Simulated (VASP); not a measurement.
# I (Fm-3m) in VASP: single point with PBE

Aim: the single point of I with PBE.

All numbers are computed with VASP 6.6.1; they aren't measurements. Logs are shortened: lines on timing, memory, paths and dates and some standing lists are left out, and cuts for length are marked.

**1. The cell of the first run**

Symmetry: Fm-3m, No. 225, cubic system. Conventional cell: a = 6.473 Å, b = 6.473 Å, c = 6.473 Å, α = 90.00°, β = 90.00°, γ = 90.00°.

**2. Single point, PBE**

Input file INCAR:

```
ALGO = Normal
EDIFF = 1E-6
ENCUT = 500
GGA = PE
GGA_COMPAT = False
ISIF = 2
ISMEAR = 0
LASPH = True
LCHARG = False
LREAL = False
LWAVE = False
NBANDS = 10
NELM = 120
PREC = Accurate
SIGMA = 0.1
```

Input file KPOINTS:

```
k-points
0
Gamma
  6 6 6
```

Input file POSCAR:

```
I
1.0
    0.0000000000      3.2364000000      3.2364000000
    3.2364000000      0.0000000000      3.2364000000
    3.2364000000      3.2364000000      0.0000000000
I
1
Direct
    0.5000000000      0.5000000000      0.5000000000
```

Potentials or basis: VASP PAW PBE potentials, release 64 (I).

The run is started by

```bash
$ cat potpaw_PBE.64/I/POTCAR > POTCAR
$ mpirun -np 1 vasp_std > vasp.out
```

OUTCAR:

```text
EDIFF = 1E-6
   ENCUT = 500
   GGA = PE
   ISIF = 2
   ISMEAR = 0
   LASPH = True
   LREAL = False
   NELM = 120
   PREC = Accurate

 ion  position               nearest neighbor table
   1  0.500  0.500  0.500-

  LATTYP: Found a face centered cubic cell.
 ALAT       =     6.4728000000

  Lattice vectors:

 A1 = (   0.0000000000,   3.2364000000,   3.2364000000)
 A2 = (   3.2364000000,   0.0000000000,   3.2364000000)
 A3 = (   3.2364000000,   3.2364000000,   0.0000000000)

Analysis of symmetry for initial positions (statically):
=====================================================================
 Subroutine PRICEL returns:
 Original cell was already a primitive cell.

 Routine SETGRP: Setting up the symmetry group for a
 face centered cubic supercell.

 Subroutine GETGRP returns: Found 48 space group operations
 (whereof 48 operations were pure point group operations)
 out of a pool of 48 trial point group operations.

The static configuration has the point symmetry O_h .

Analysis of symmetry for dynamics (positions and initial velocities):
=====================================================================
 Subroutine PRICEL returns:
 Original cell was already a primitive cell.

 Routine SETGRP: Setting up the symmetry group for a
 face centered cubic supercell.

 Subroutine GETGRP returns: Found 48 space group operations
 (whereof 48 operations were pure point group operations)
 out of a pool of 48 trial point group operations.

The dynamic configuration has the point symmetry O_h .

 Subroutine INISYM returns: Found 48 space group operations
 (whereof 48 operations are pure point group operations),
 and found     1 'primitive' translations

----------------------------------------------------------------------------------------

                                     Primitive cell

  volume of cell :      67.7980

  direct lattice vectors                    reciprocal lattice vectors
     0.000000000  3.236400000  3.236400000    -0.154492646  0.154492646  0.154492646
     3.236400000  0.000000000  3.236400000     0.154492646 -0.154492646  0.154492646
     3.236400000  3.236400000  0.000000000     0.154492646  0.154492646 -0.154492646

  length of vectors
     4.576960773  4.576960773  4.576960773     0.267589113  0.267589113  0.267589113

  position of ions in fractional coordinates (direct lattice)
     0.500000000  0.500000000  0.500000000

  ion indices of the primitive-cell ions
   primitive index   ion index
                 1           1

----------------------------------------------------------------------------------------

 KPOINTS: k-points

Automatic generation of k-mesh.
 Grid dimensions read from file:
 generate k-points for:    6    6    6

 Generating k-lattice:

  Cartesian coordinates                     Fractional coordinates (reciprocal lattice)
    -0.025748774  0.025748774  0.025748774     0.166666667  0.000000000  0.000000000
     0.025748774 -0.025748774  0.025748774     0.000000000  0.166666667  0.000000000
     0.025748774  0.025748774 -0.025748774     0.000000000  0.000000000  0.166666667

  Length of vectors
     0.044598185  0.044598185  0.044598185

  Shift w.r.t. Gamma in fractional coordinates (k-lattice)
     0.000000000  0.000000000  0.000000000

 Subroutine IBZKPT returns following result:
 ===========================================

 Found     16 irreducible k-points:

 Following reciprocal coordinates:
            Coordinates               Weight
  0.000000  0.000000  0.000000      1.000000
  0.166667  0.000000  0.000000      8.000000
  0.333333  0.000000  0.000000      8.000000
  0.500000  0.000000  0.000000      4.000000
  0.166667  0.166667  0.000000      6.000000
  0.333333  0.166667  0.000000     24.000000
[... 8 lines left out ...]
 -0.333333  0.333333  0.166667     24.000000
 -0.333333  0.500000  0.166667     12.000000
   k-points           NKPTS =     16   k-points in BZ     NKDIM =     16   number of bands    NBANDS=     10
   number of dos      NEDOS =    301   number of ions     NIONS =      1
   total plane-waves  NPLWV =  46656
   dimension x,y,z NGX =    36 NGY =   36 NGZ =   36
   dimension x,y,z NGXF=    72 NGYF=   72 NGZF=   72
   ions per type =               1
   NGX,Y,Z   is equivalent  to a cutoff of  13.08, 13.08, 13.08 a.u.
   NGXF,Y,Z  is equivalent  to a cutoff of  26.15, 26.15, 26.15 a.u.
 SYSTEM =  unknown system
   PREC   = accura    normal or accurate (medium, high low for compatibility)
   ISTART =      0    job   : 0-new  1-cont  2-samecut
   ICHARG =      2    charge: 1-file 2-atom 10-const
   ISPIN  =      1    spin polarized calculation?
   LNONCOLLINEAR =      F non collinear calculations
   LSORBIT =      F    spin-orbit coupling
   LASPH  =      T    aspherical Exc in radial PAW
   ENCUT  =  500.0 eV  36.75 Ry    6.06 a.u.   8.34  8.34  8.34*2*pi/ulx,y,z
   NELM   =    120;   NELMIN=  2; NELMDL= -5     # of ELM steps
   EDIFF  = 0.1E-05   stopping-criterion for ELM
   LREAL  =      F    real-space projection
   EDIFFG = 0.1E-04   stopping-criterion for IOM
   NSW    =      0    number of steps for IOM
   IBRION =     -1    ionic relax: 0-MD 1-quasi-New 2-CG
   NFREE  =      0    steps in history (QN), initial steepest desc. (CG)
   ISIF   =      2    stress and relaxation
   ISYM   =      2    0-nonsym 1-usesym 2-fastsym
   POTIM  = 0.5000    time-step for ionic-motion
   TEBEG  =    0.0;   TEEND  =   0.0 temperature during run
   PSTRESS=    0.0 pullay stress
   NELECT =       7.0000    total number of electrons
   NUPDOWN=      -1.0000    fix difference up-down
   EMIN   =  10.00;   EMAX   =-10.00  energy-range for DOS
   EFERMI =   0.00;   METHOD = LEGACY
   ISMEAR =     0;   SIGMA  =   0.10  broadening in eV -4-tet -1-fermi 0-gaus
   EFERMI_NEDOS =   21; number of points for ismear=-14 and -15
   IALGO  =     38    algorithm
   IMIX   =      4    mixing-type and parameters
     AMIX     =   0.40;   BMIX     =  1.00
     AMIX_MAG =   1.60;   BMIX_MAG =  1.00
  volume/ion in A,a.u.               =      67.80       457.52
  Fermi-wavevector in a.u.,A,eV,Ry     =   0.768013  1.451334  8.025317  0.589844
  Thomas-Fermi vector in A             =   1.868694
   LORBIT       =      0    0 simple, 1 ext, 2 COOP (PROOUT), +10 PAW based schemes
   GGA     = PE    functional components
   LHFCALC =     F    Hartree Fock is set to
   AEXX    =    0.0000 exact exchange contribution
   IVDW    =     0    specifies the selected vdW correction
   LEPSILON=     F    determine dielectric tensor
   LRPA    =     F    only Hartree local field effects (RPA)
 non-spin polarized calculation
 Gauss-broadening in eV      SIGMA  =   0.10
  energy-cutoff  :      500.00
  volume of cell :       67.80
 maximum number of plane-waves:      1759
 NGX is ok and might be reduce to    36
   NGX = 17   NGY = 17   NGZ = 17

 number of electron       7.0000000 magnetization

 Free energy of the ion-electron system (eV)
  ---------------------------------------------------
  ext. energy  EPLUGINS =         0.00000000
  ---------------------------------------------------
  free energy    TOTEN  =        -0.55260540 eV

  energy without entropy =       -0.52260800  energy(sigma->0) =       -0.53760670

 E-fermi :  -1.5061     XC(G=0):  -6.3231

 val. band max:       -1.5274168121   @ k =   0.3333   0.1667   0.0000
 cond. band min:      -1.4517249689   @ k =  -0.3333   0.1667   0.0000
 fundamental gap:      0.0756918432
 Fermi energy:        -1.5060614034

 k-point     1 :       0.0000    0.0000    0.0000
  band No.  band energies     occupation
      1     -12.5189      2.00000
      2      -1.2531      0.00035
      3      -1.2531      0.00035
      4      -1.2531      0.00035
      5       3.9246      0.00000
      6       8.0758      0.00000
      7       8.0758      0.00000
      8       8.0758      0.00000
      9      10.1108      0.00000
     10      10.1108      0.00000

 k-point     2 :       0.1667    0.0000    0.0000
  band No.  band energies     occupation
      1     -12.4669      2.00000
      2      -1.7516      1.99949
      3      -1.3041      0.00429
      4      -1.3041      0.00429
      5       4.5898      0.00000
      6       7.5142      0.00000
      7       8.2756      0.00000
      8       8.2756      0.00000
      9       9.6590      0.00000
     10       9.6590      0.00000

 k-point     3 :       0.3333    0.0000    0.0000
  band No.  band energies     occupation
      1     -12.3585      2.00000
      2      -2.5412      2.00000
      3      -1.4013      0.13861
      4      -1.4013      0.13861
      5       5.2739      0.00000
      6       7.7727      0.00000
      7       8.0238      0.00000
      8       8.0238      0.00000
      9      10.4221      0.00000
     10      10.4222      0.00000

 k-point     4 :       0.5000    0.0000    0.0000
  band No.  band energies     occupation
      1     -12.3021      2.00000
      2      -2.8768      2.00000
      3      -1.4478      0.40996
      4      -1.4478      0.40996
      5       5.2787      0.00000
      6       7.7907      0.00000
      7       7.7907      0.00000
      8       8.4446      0.00000
      9      10.6508      0.00000
     10      11.8044      0.00000
[... 118 lines left out ...]
 k-point    14 :       0.5000    0.3333    0.1667
  band No.  band energies     occupation
      1     -12.2863      2.00000
      2      -2.4993      2.00000
      3      -1.9364      2.00000
      4      -1.6135      1.87147
      5       6.1509      0.00000
      6       6.7626      0.00000
      7       7.1572      0.00000
      8       9.3186      0.00000
      9      10.0955      0.00000
     10      12.3625      0.00000

 k-point    15 :      -0.3333    0.3333    0.1667
  band No.  band energies     occupation
      1     -12.2485      2.00000
      2      -2.5358      2.00000
      3      -2.1345      2.00000
      4      -1.7102      1.99612
      5       6.2917      0.00000
      6       6.7094      0.00000
      7       7.7189      0.00000
      8       8.8430      0.00000
      9      10.6416      0.00000
     10      12.1507      0.00000

 k-point    16 :      -0.3333    0.5000    0.1667
  band No.  band energies     occupation
      1     -12.2305      2.00000
      2      -2.5436      2.00000
      3      -2.0900      2.00000
      4      -1.8763      2.00000
      5       5.6964      0.00000
      6       6.5388      0.00000
      7       8.3777      0.00000
      8       9.0806      0.00000
      9      12.1347      0.00000
     10      12.4293      0.00000

------------------------ aborting loop because EDIFF is reached ----------------------------------------

  FORCE on cell =-STRESS in cart. coord.  units (eV):
  Direction    XX          YY          ZZ          XY          YZ          ZX
  --------------------------------------------------------------------------------------
  -------------------------------------------------------------------------------------
  Total       -0.8524453     -0.8524453     -0.8524453      0.0000000      0.0000000      0.0000000
  in kB      -20.1446870    -20.1446870    -20.1446870      0.0000000      0.0000000      0.0000000
  external PRESSURE =     -20.1446870 kB  Pullay stress =       0.0000000 kB

 VOLUME and BASIS-vectors are now :
 -----------------------------------------------------------------------------
  energy-cutoff  :      500.00
  volume of cell :       67.80
      direct lattice vectors                 reciprocal lattice vectors
     0.000000000  3.236400000  3.236400000    -0.154492646  0.154492646  0.154492646
     3.236400000  0.000000000  3.236400000     0.154492646 -0.154492646  0.154492646
     3.236400000  3.236400000  0.000000000     0.154492646  0.154492646 -0.154492646

 POSITION                                       TOTAL-FORCE (eV/Angst)
 -----------------------------------------------------------------------------------
      3.23640      3.23640      3.23640        -0.000000      0.000000      0.000000
 -----------------------------------------------------------------------------------
    total drift:                                0.000000      0.000000      0.000000

  FREE ENERGIE OF THE ION-ELECTRON SYSTEM (eV)
  ---------------------------------------------------
  free  energy   TOTEN  =        -0.5526053987 eV

  energy  without entropy=       -0.5226080026  energy(sigma->0) =       -0.53760670
```

It took 9.3 s on 1 thread of Intel Xeon Platinum 8488C (Sapphire Rapids), shared host; peak memory 0.19 GiB.

What came out:

```yaml
Free_energy: -0.5526 eV
Pressure: -2.0 GPa
Band_gap_on_the_k_mesh: zero (an odd number of electrons rules out a gap without spin polarisation)
```

Levels at points of the mesh, in eV from the Fermi level:
```csv
k point,band 1,band 2,band 3,band 4,band 5,band 6,band 7,band 8
"(0.00, 0.00, 0.00)",-11.01,0.25,0.25,0.25,5.43,9.58,9.58,9.58
"(0.50, 0.00, 0.00)",-10.80,-1.37,0.06,0.06,6.78,9.30,9.30,9.95
"(0.50, 0.50, 0.00)",-10.73,-1.23,-0.32,-0.32,6.50,7.25,11.23,13.36
```

Caveat: spin-orbit coupling is left out, which moves the levels of the heavy elements; an odd number of electrons without spin polarisation forces a metal; a magnetic or distorted state may lie lower.
